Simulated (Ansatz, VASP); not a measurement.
## BN: VASP beside Ansatz

The input INCAR:

```
  ALGO = Normal
  EDIFF = 1E-6
  ENCUT = 520
  GGA = PE
  ISIF = 2
  ISMEAR = 0
  LASPH = True
  LCHARG = False
  LREAL = False
  LWAVE = False
  NBANDS = 16
  NELM = 80
  PREC = Accurate
  SIGMA = 0.02
```

Contents of KPOINTS:

```
k-points
0
Gamma
  12 12 4
```

POSCAR

```
BN
1.0
    2.5121811355      0.0000000000      0.0000000000
   -1.2560905678      2.1756126823      0.0000000000
    0.0000000000      0.0000000000      8.0094370553
B N
2 2
Direct
    0.3333333333      0.6666666667      0.2500000000
    0.6666666667      0.3333333333      0.7500000000
    0.3333333333      0.6666666667      0.7500000000
    0.6666666667      0.3333333333      0.2500000000
```

Input for Ansatz:

```yaml
crystal:
  lattice:
    - [2.5121811355, 0.0, 0.0]
    - [-1.2560905678, 2.1756126823, 0.0]
    - [0.0, 0.0, 8.0094370553]
  atoms:
    - { symbol: B, position: [0.3333333333, 0.6666666667, 0.25] }
    - { symbol: B, position: [0.6666666667, 0.3333333333, 0.75] }
    - { symbol: "N", position: [0.3333333333, 0.6666666667, 0.75] }
    - { symbol: "N", position: [0.6666666667, 0.3333333333, 0.25] }
basis:
  ecutwfc: 420
kpoints:
  mp_grid: { grid: [12, 12, 4] }
hamiltonian:
  xc: pbe
scf:
  occupations: { method: gaussian, width: 0.02 }
output:
  forces: true
  stress: true
  eigenvalues: true
```

Change from the starting cell: strain along c alone, the other axes held, atoms relaxed: -4.0 %.

Alike in both runs: task single point; functional PBE; k mesh 12 × 12 × 4; occupations gaussian, width 0.02 eV; no spin polarisation.

|  | VASP | Ansatz |
| --- | --- | --- |
| version | VASP 6.6.1 | Ansatz 0.2.0 |
| potentials or method | VASP PAW PBE potentials, release 64 (B, N), cutoff 520 eV | scalar-relativistic, plane waves, PAW |
| valence electrons in the cell | 16 | 16 |

```csv
,VASP,Ansatz,Ansatz less VASP
gap on the k mesh at the Fermi level (eV),4.49,4.49,+0.003
least direct gap on the mesh (eV),4.65,4.66,+0.003
pressure (GPa),0.1,0.1,-0.06
"traceless stress, the component that is largest in VASP (GPa)",-0.05,0.12,+0.174
```

The functional is the same, so the differences come from potentials, cutoffs and numerics.
